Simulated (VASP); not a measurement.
A run of VASP 6.6.1:

File INCAR:

```
SYSTEM = HgTe
  PREC = Accurate
  ENCUT = 600
  EDIFF = 1E-7
  ISMEAR = 1
  SIGMA = 0.1
  LREAL = .FALSE.
  LASPH = .TRUE.
  NELM = 150
  ALGO = Normal
  ISIF = 3
  LWAVE = .FALSE.
  LCHARG = .FALSE.
  MAGMOM = 0 0 0 0 0 0
  LORBIT = 11
  LSORBIT = .TRUE.
  GGA_COMPAT = .FALSE.
  LORBMOM = .TRUE.
  GGA = RE
  IBRION = 2
  NSW = 60
  EDIFFG = -0.01
```

Contents of KPOINTS:

```
regular mesh
0
G
  7 7 7
  0 0 0
```

POSCAR

```
HgTe
1.0
    0.0000000000      3.1800000000      3.1800000000
    3.1800000000      0.0000000000      3.1800000000
    3.1800000000      3.1800000000      0.0000000000
Hg Te
1 1
Direct
    0.0000000000      0.0000000000      0.0000000000
    0.5000000000      0.5000000000      0.5000000000
```

Potentials or basis: VASP PAW PBE potentials, release 64 (Hg, Te).

Run with:

```bash
$ cat potpaw_PBE.64/Hg/POTCAR potpaw_PBE.64/Te/POTCAR > POTCAR
$ mpirun -np 1 vasp_ncl > vasp.out
```

Hardware: 1 thread of AMD EPYC 9R45 96-Core Processor (Zen 5), with other jobs on the host.

Q: Estimate the wall time of this run.

A: Wall time 2.4 min on 1 thread of AMD EPYC 9R45 96-Core Processor (Zen 5), on a shared host, peak memory 0.39 GiB. Counts: scf iterations 35, k points 20, ion steps 3.
